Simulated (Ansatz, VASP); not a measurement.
One calculation of Ta, two programs

```
Ta
1.0
    -1.62767    1.62767    1.62767
     1.62767   -1.62767    1.62767
     1.62767    1.62767   -1.62767
Ta
1
Direct
  0.00000 0.00000 0.00000
```

Alike in both runs: task single point; functional LDA; k mesh 14 × 14 × 14; occupations gaussian, width 0.01 eV; no spin polarisation.

```csv
,VASP,Ansatz
version,VASP 6.6.1,Ansatz 0.2.0
potentials or method,"VASP PAW LDA potentials, release 64 (Ta_pv), cutoff 520 eV","plane waves (420 eV) with PAW, scalar-relativistic"
valence electrons in the cell,11,13
```

```csv
,VASP,Ansatz,Ansatz less VASP
pressure (GPa),0.9,-0.1,-0.96
```

Ansatz warns that its potentials were made for another functional, while VASP's fit it. LDA's correlation is that of Perdew and Zunger in VASP and of Perdew and Wang (1992) in Ansatz. VASP's potentials hold 11 valence electrons a cell and Ansatz's 13, so a difference there can come from the potentials and not from the codes.

Neither program's run includes spin-orbit coupling.
